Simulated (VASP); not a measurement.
# Eu (Im-3m) in VASP: further runs

The runs below take Eu through single point, with PBEsol.

All numbers are computed with VASP 6.6.1; they aren't measurements. Logs are shortened: lines on timing, memory, paths and dates and some standing lists are left out, and cuts for length are marked.

## (1) The cell of the first run

It takes space group Im-3m (No. 229, cubic). The conventional cell has a = 4.606 Å, b = 4.606 Å, c = 4.606 Å, α = 90.00°, β = 90.00°, γ = 90.00°. Within 5.2 Å of Eu (site symmetry m-3m) lie 14 Eu at 3.99 to 4.61 Å.

## (2) Single point, PBEsol, collinear spin, antiferromagnetic start

File INCAR:

```
ALGO = Normal
EDIFF = 1E-6
ENCUT = 520
GGA = PS
ISIF = 2
ISMEAR = -1
ISPIN = 2
LASPH = True
LCHARG = False
LMAXMIX = 6
LORBIT = 11
LREAL = False
LWAVE = False
MAGMOM = 8.4 -8.4
NBANDS = 28
NELM = 150
PREC = Accurate
SIGMA = 0.1
```

File KPOINTS:

```
k-points
0
Gamma
  6 3 6
```

File POSCAR:

```
Eu
1.0
   -2.3030000000      2.3030000000      2.3030000000
    4.6060000000     -4.6060000000      4.6060000000
    2.3030000000      2.3030000000     -2.3030000000
Eu
2
Direct
    0.0000000000      0.0000000000      0.0000000000
    0.0000000000      0.5000000000      0.0000000000
```

Potentials or basis: VASP PAW PBE potentials, release 64 (Eu).

On the command line:

```bash
> cat potpaw_PBE.64/Eu/POTCAR > POTCAR
> mpirun -np 1 vasp_std > vasp.out
```

OUTCAR:

```text
EDIFF = 1E-6
   ENCUT = 520
   GGA = PS
   ISIF = 2
   ISMEAR = -1
   ISPIN = 2
   LASPH = True
   LORBIT = 11
   LREAL = False
   NELM = 150
   PREC = Accurate

 ion  position               nearest neighbor table
   1  0.000  0.000  0.000-
   2  0.000  0.500  0.000-

  LATTYP: Found a base centered orthorhombic cell.
 ALAT       =     4.6060000000
 B/A-ratio  =     1.4142135624
 C/A-ratio  =     1.4142135624

  Lattice vectors:

 A1 = (   2.3030000000,   2.3030000000,  -2.3030000000)
 A2 = (  -2.3030000000,   2.3030000000,   2.3030000000)
 A3 = (   4.6060000000,   0.0000000000,   4.6060000000)

Analysis of symmetry for initial positions (statically):
=====================================================================
 Subroutine PRICEL returns following result:

  LATTYP: Found a body centered cubic cell.
 ALAT       =     4.6060000000

  Lattice vectors:

 A1 = (  -2.3030000000,   2.3030000000,   2.3030000000)
 A2 = (   2.3030000000,  -2.3030000000,   2.3030000000)
 A3 = (   2.3030000000,   2.3030000000,  -2.3030000000)

   2 primitive cells build up your supercell.

 Routine SETGRP: Setting up the symmetry group for a
 base centered orthorhombic supercell.

 Subroutine GETGRP returns: Found  8 space group operations
 (whereof  8 operations were pure point group operations)
 out of a pool of  8 trial point group operations.

The static configuration has the point symmetry D_2h.

Analysis of symmetry for dynamics (positions and initial velocities):
=====================================================================
 Subroutine PRICEL returns following result:

  LATTYP: Found a body centered cubic cell.
 ALAT       =     4.6060000000

  Lattice vectors:

 A1 = (  -2.3030000000,   2.3030000000,   2.3030000000)
 A2 = (   2.3030000000,  -2.3030000000,   2.3030000000)
 A3 = (   2.3030000000,   2.3030000000,  -2.3030000000)

   2 primitive cells build up your supercell.

 Routine SETGRP: Setting up the symmetry group for a
 base centered orthorhombic supercell.

 Subroutine GETGRP returns: Found  8 space group operations
 (whereof  8 operations were pure point group operations)
 out of a pool of  8 trial point group operations.

The dynamic configuration has the point symmetry D_2h.

Analysis of structural, dynamic, and magnetic symmetry:
=====================================================================
 Subroutine PRICEL returns following result:

  LATTYP: Found a body centered cubic cell.
 ALAT       =     4.6060000000

  Lattice vectors:

 A1 = (  -2.3030000000,   2.3030000000,   2.3030000000)
 A2 = (   2.3030000000,  -2.3030000000,   2.3030000000)
 A3 = (   2.3030000000,   2.3030000000,  -2.3030000000)

   2 primitive cells build up your supercell.

 Routine SETGRP: Setting up the symmetry group for a
 base centered orthorhombic supercell.

 Subroutine GETGRP returns: Found  8 space group operations
 (whereof  8 operations were pure point group operations)
 out of a pool of  8 trial point group operations.

The overall configuration has the point symmetry D_2h.

 Subroutine INISYM returns: Found  8 space group operations
 (whereof  8 operations are pure point group operations),
 and found     2 'primitive' translations

----------------------------------------------------------------------------------------

                                     Primitive cell

  volume of cell :      48.8587

  direct lattice vectors                    reciprocal lattice vectors
    -2.303000000  2.303000000  2.303000000     0.000000000  0.217108120  0.217108120
     2.303000000 -2.303000000  2.303000000     0.217108120  0.000000000  0.217108120
     2.303000000  2.303000000 -2.303000000     0.217108120  0.217108120  0.000000000

  length of vectors
     3.988913010  3.988913010  3.988913010     0.307037248  0.307037248  0.307037248

  position of ions in fractional coordinates (direct lattice)
     0.000000000  0.000000000  0.000000000

  ion indices of the primitive-cell ions
   primitive index   ion index
                 1           1

----------------------------------------------------------------------------------------

 KPOINTS: k-points

Automatic generation of k-mesh.
 Grid dimensions read from file:
 generate k-points for:    6    3    6

 Generating k-lattice:

  Cartesian coordinates                     Fractional coordinates (reciprocal lattice)
     0.000000000  0.036184687  0.036184687     0.166666667  0.000000000  0.000000000
     0.036184687  0.000000000  0.036184687     0.000000000  0.333333333  0.000000000
     0.036184687  0.036184687  0.000000000     0.000000000  0.000000000  0.166666667

  Length of vectors
     0.051172875  0.051172875  0.051172875

  Shift w.r.t. Gamma in fractional coordinates (k-lattice)
     0.000000000  0.000000000  0.000000000

 Subroutine IBZKPT returns following result:
 ===========================================

 Found     26 irreducible k-points:

 Following reciprocal coordinates:
            Coordinates               Weight
  0.000000  0.000000  0.000000      1.000000
  0.166667  0.000000  0.000000      8.000000
  0.333333  0.000000  0.000000      8.000000
  0.500000  0.000000  0.000000      2.000000
  0.000000  0.333333  0.000000      2.000000
  0.166667  0.333333  0.000000      4.000000
[... 16 lines left out ...]
 -0.333333  0.333333  0.333333      4.000000
  0.500000 -0.333333  0.333333      4.000000
 [... further k-points ...]
   k-points           NKPTS =     26   k-points in BZ     NKDIM =     26   number of bands    NBANDS=     28
   number of dos      NEDOS =    301   number of ions     NIONS =      2
   total plane-waves  NPLWV =  54000
   dimension x,y,z NGX =    30 NGY =   60 NGZ =   30
   dimension x,y,z NGXF=    60 NGYF=  120 NGZF=   60
   ions per type =               2
   NGX,Y,Z   is equivalent  to a cutoff of  12.50, 12.50, 12.50 a.u.
   NGXF,Y,Z  is equivalent  to a cutoff of  25.01, 25.01, 25.01 a.u.
 SYSTEM =  unknown system
   PREC   = accura    normal or accurate (medium, high low for compatibility)
   ISTART =      0    job   : 0-new  1-cont  2-samecut
   ICHARG =      2    charge: 1-file 2-atom 10-const
   ISPIN  =      2    spin polarized calculation?
   LNONCOLLINEAR =      F non collinear calculations
   LSORBIT =      F    spin-orbit coupling
   LASPH  =      T    aspherical Exc in radial PAW
   ENCUT  =  520.0 eV  38.22 Ry    6.18 a.u.   7.42 14.83  7.42*2*pi/ulx,y,z
   NELM   =    150;   NELMIN=  2; NELMDL= -5     # of ELM steps
   EDIFF  = 0.1E-05   stopping-criterion for ELM
   LREAL  =      F    real-space projection
   EDIFFG = 0.1E-04   stopping-criterion for IOM
   NSW    =      0    number of steps for IOM
   IBRION =     -1    ionic relax: 0-MD 1-quasi-New 2-CG
   NFREE  =      0    steps in history (QN), initial steepest desc. (CG)
   ISIF   =      2    stress and relaxation
   ISYM   =      2    0-nonsym 1-usesym 2-fastsym
   POTIM  = 0.5000    time-step for ionic-motion
   TEBEG  =    0.0;   TEEND  =   0.0 temperature during run
   PSTRESS=    0.0 pullay stress
   NELECT =      34.0000    total number of electrons
   NUPDOWN=      -1.0000    fix difference up-down
   EMIN   =  10.00;   EMAX   =-10.00  energy-range for DOS
   EFERMI =   0.00;   METHOD = LEGACY
   ISMEAR =    -1;   SIGMA  =   0.10  broadening in eV -4-tet -1-fermi 0-gaus
   EFERMI_NEDOS =   21; number of points for ismear=-14 and -15
   IALGO  =     38    algorithm
   IMIX   =      4    mixing-type and parameters
     AMIX     =   0.40;   BMIX     =  1.00
     AMIX_MAG =   1.60;   BMIX_MAG =  1.00
  volume/ion in A,a.u.               =      48.86       329.71
  Fermi-wavevector in a.u.,A,eV,Ry     =   1.151447  2.175919 18.039008  1.325830
  Thomas-Fermi vector in A             =   2.288104
   LORBIT       =     11    0 simple, 1 ext, 2 COOP (PROOUT), +10 PAW based schemes
   GGA     = PS    functional components
   LHFCALC =     F    Hartree Fock is set to
   AEXX    =    0.0000 exact exchange contribution
   IVDW    =     0    specifies the selected vdW correction
   LEPSILON=     F    determine dielectric tensor
   LRPA    =     F    only Hartree local field effects (RPA)
 spin polarized calculation
  energy-cutoff  :      520.00
  volume of cell :       97.72
 maximum number of plane-waves:      2652
 NGX is ok and might be reduce to    30
   NGX = 15   NGY = 29   NGZ = 15

 number of electron      34.0000014 magnetization       0.0000000

 number of electron      34.0000014 magnetization      -0.0000000

 Free energy of the ion-electron system (eV)
  ---------------------------------------------------
  ext. energy  EPLUGINS =         0.00000000
  ---------------------------------------------------
  free energy    TOTEN  =       -23.15211231 eV

  energy without entropy =      -23.00154795  energy(sigma->0) =      -23.07683013

 E-fermi :   1.4559     XC(G=0):  -8.3672

 val. band max:        1.3811982754   @ k =   0.5000   0.3333   0.5000
 cond. band min:       1.4777067821   @ k =  -0.3333   0.3333   0.0000
 fundamental gap:      0.0965085067
 Fermi energy:         1.4558691433

 spin component 1

 k-point     1 :       0.0000    0.0000    0.0000
  band No.  band energies     occupation
      1     -40.3169      1.00000
      2     -37.2175      1.00000
      3     -19.0988      1.00000
      4     -19.0125      1.00000
      5     -18.9641      1.00000
      6     -16.8194      1.00000
[... 20 lines left out ...]
     27       5.7058      0.00000
     28       5.7261      0.00000

 k-point     2 :       0.1667    0.0000    0.0000
  band No.  band energies     occupation
      1     -40.3146      1.00000
      2     -37.2146      1.00000
      3     -19.0901      1.00000
      4     -19.0465      1.00000
      5     -18.9818      1.00000
      6     -16.8173      1.00000
[... 20 lines left out ...]
     27       5.6455      0.00000
     28       5.7053      0.00000

 k-point     3 :       0.3333    0.0000    0.0000
  band No.  band energies     occupation
      1     -40.3102      1.00000
      2     -37.2088      1.00000
      3     -19.1405      1.00000
      4     -19.0768      1.00000
      5     -18.9912      1.00000
      6     -16.8664      1.00000
[... 616 lines left out ...]
      3     -19.1405      1.00000
      4     -19.0853      1.00000
      5     -19.0637      1.00000
      6     -16.8691      1.00000
[... 20 lines left out ...]
     27       5.4401      0.00000
     28       5.7646      0.00000

 k-point    24 :       0.5000   -0.3333    0.3333
  band No.  band energies     occupation
      1     -40.3028      1.00000
      2     -37.1992      1.00000
      3     -19.1762      1.00000
      4     -19.1001      1.00000
      5     -19.0577      1.00000
      6     -16.9138      1.00000
[... 20 lines left out ...]
     27       5.7742      0.00000
     28       5.7884      0.00000

 [... further k-points ...]

 spin component 2

 k-point     1 :       0.0000    0.0000    0.0000
  band No.  band energies     occupation
      1     -40.3169      1.00000
      2     -37.2175      1.00000
      3     -19.0988      1.00000
      4     -19.0125      1.00000
      5     -18.9641      1.00000
      6     -16.8194      1.00000
[... 20 lines left out ...]
     27       5.7020      0.00000
     28       5.7203      0.00000

 k-point     2 :       0.1667    0.0000    0.0000
  band No.  band energies     occupation
      1     -40.3146      1.00000
      2     -37.2146      1.00000
      3     -19.0901      1.00000
      4     -19.0465      1.00000
      5     -18.9818      1.00000
      6     -16.8173      1.00000
[... 20 lines left out ...]
     27       5.6764      0.00000
     28       5.7311      0.00000

 k-point     3 :       0.3333    0.0000    0.0000
  band No.  band energies     occupation
      1     -40.3102      1.00000
      2     -37.2088      1.00000
      3     -19.1405      1.00000
      4     -19.0768      1.00000
      5     -18.9912      1.00000
      6     -16.8664      1.00000
[... 616 lines left out ...]
      3     -19.1405      1.00000
      4     -19.0853      1.00000
      5     -19.0637      1.00000
      6     -16.8691      1.00000
[... 20 lines left out ...]
     27       5.4534      0.00000
     28       5.7500      0.00000

 k-point    24 :       0.5000   -0.3333    0.3333
  band No.  band energies     occupation
      1     -40.3028      1.00000
      2     -37.1992      1.00000
      3     -19.1762      1.00000
      4     -19.1001      1.00000
      5     -19.0577      1.00000
      6     -16.9138      1.00000
[... 20 lines left out ...]
     27       5.7742      0.00000
     28       5.7884      0.00000

 [... further k-points ...]

------------------------ aborting loop because EDIFF is reached ----------------------------------------

  FORCE on cell =-STRESS in cart. coord.  units (eV):
  Direction    XX          YY          ZZ          XY          YZ          ZX
  --------------------------------------------------------------------------------------
  -------------------------------------------------------------------------------------
  Total       -1.7728818     -1.9383728     -1.7728818     -0.0000000      0.0000000      0.1843546
  in kB      -29.0682275    -31.7816249    -29.0682275     -0.0000000      0.0000000      3.0226837
  external PRESSURE =     -29.9726933 kB  Pullay stress =       0.0000000 kB

 VOLUME and BASIS-vectors are now :
 -----------------------------------------------------------------------------
  energy-cutoff  :      520.00
  volume of cell :       97.72
      direct lattice vectors                 reciprocal lattice vectors
    -2.303000000  2.303000000  2.303000000     0.000000000  0.217108120  0.217108120
     4.606000000 -4.606000000  4.606000000     0.108554060  0.000000000  0.108554060
     2.303000000  2.303000000 -2.303000000     0.217108120  0.217108120  0.000000000

 POSITION                                       TOTAL-FORCE (eV/Angst)
 -----------------------------------------------------------------------------------
      0.00000      0.00000      0.00000         0.000000      0.000000     -0.000000
      2.30300     -2.30300      2.30300        -0.000000      0.000000      0.000000
 -----------------------------------------------------------------------------------
    total drift:                                0.000000     -0.000000      0.000000

  FREE ENERGIE OF THE ION-ELECTRON SYSTEM (eV)
  ---------------------------------------------------
  free  energy   TOTEN  =       -23.1521123126 eV

  energy  without entropy=      -23.0015479458  energy(sigma->0) =      -23.07683013

 total charge

# of ion       s       p       d       f       tot
--------------------------------------------------
    1        2.077   5.688   0.239   6.669  14.674
    2        2.077   5.688   0.239   6.669  14.674
--------------------------------------------------
tot          4.155  11.376   0.479  13.338  29.347

 magnetization (x)

# of ion       s       p       d       f       tot
--------------------------------------------------
    1        0.002  -0.097   0.090   6.666   6.661
    2       -0.002   0.097  -0.090  -6.666  -6.661
--------------------------------------------------
tot          0.000   0.000   0.000   0.000   0.000
```

It took 4.2 min on 1 thread of Intel Xeon 6975P-C (Granite Rapids), shared host; peak memory 0.33 GiB.

Results:

```yaml
Free_energy: -23.1521 eV
Pressure: -3.0 GPa
Band_gap_on_the_k_mesh: zero (filled and empty bands overlap)
Net_moment: 0.00 μB per cell
Site_moments: Eu +6.66, -6.66 μB
Valence_electrons_inside_the_program's_atomic_spheres: Eu 14.67
```

Caveat: the PAW data sets were made with another functional, which shifts forces and pressure a little; spin-orbit coupling is left out, which moves the levels of the heavy elements; semilocal functionals describe open f shells poorly, which spoils levels, moments and volumes. The state reached can hang on the start; a lower one may exist.

## (3) Single point, PBEsol, collinear spin, ferromagnetic start

File INCAR:

```
SYSTEM = Eu
  PREC = Accurate
  ENCUT = 520
  EDIFF = 1E-6
  ISMEAR = -1
  SIGMA = 0.1
  LREAL = .FALSE.
  LASPH = .TRUE.
  NELM = 150
  ALGO = Fast
  ISIF = 2
  LWAVE = .FALSE.
  LCHARG = .TRUE.
  ISPIN = 2
  MAGMOM = 8.4 8.4
  LORBIT = 11
  LMAXMIX = 6
  GGA = PS
  LELF = .TRUE.
  LVHAR = .TRUE.
  NBANDS = 28
```

File KPOINTS:

```
regular mesh
0
G
  6 3 6
  0 0 0
```

POSCAR is that of step 2.

Potentials or basis: VASP PAW PBE potentials, release 64 (Eu).

On the command line:

```bash
> cat potpaw_PBE.64/Eu/POTCAR > POTCAR
> mpirun -np 1 vasp_std > vasp.out
```

Wall time 8.6 min (1 thread of Intel Xeon 6975P-C (Granite Rapids), shared host); peak memory 0.34 GiB.

Results (log left out):

- Free energy: -23.1948 eV
- Pressure: -2.9 GPa
- Net moment: 14.87 μB per cell
- Site moments: Eu +6.72 μB
- Valence electrons inside the program's atomic spheres: Eu 14.67

Levels at points of the mesh, in eV from the Fermi level:
Spin up:
| k point | band 20 | band 21 | band 22 | band 23 | band 24 | band 25 | band 26 | band 27 | band 28 |
| --- | --- | --- | --- | --- | --- | --- | --- | --- | --- |
| (0.00, 0.00, 0.00) | -0.46 | -0.46 | -0.46 | -0.45 | -0.43 | 0.43 | 0.44 | 1.69 | 1.73 |
| (0.50, 0.00, 0.00) | -0.48 | -0.46 | -0.46 | -0.45 | -0.45 | 0.43 | 0.43 | 0.44 | 0.44 |
| (0.50, 0.00, 0.50) | -0.48 | -0.46 | -0.45 | -0.44 | -0.44 | -0.44 | 0.43 | 0.44 | 2.97 |
Spin down:
| k point | band 6 | band 7 | band 8 | band 9 | band 10 | band 11 | band 12 | band 13 | band 14 | band 15 |
| --- | --- | --- | --- | --- | --- | --- | --- | --- | --- | --- |
| (0.00, 0.00, 0.00) | -18.09 | -18.09 | -18.09 | -3.39 | -0.78 | 1.23 | 1.37 | 2.66 | 2.66 | 3.83 |
| (0.50, 0.00, 0.00) | -18.21 | -18.09 | -18.09 | -0.78 | -0.78 | 1.23 | 1.23 | 1.37 | 1.37 | 3.83 |
| (0.50, 0.00, 0.50) | -18.34 | -18.21 | -18.09 | -0.78 | 0.00 | 0.00 | 1.23 | 1.37 | 3.76 | 3.76 |

Caveat: the PAW data sets were made with another functional, which shifts forces and pressure a little; spin-orbit coupling is left out, which moves the levels of the heavy elements; semilocal functionals describe open f shells poorly, which spoils levels, moments and volumes.
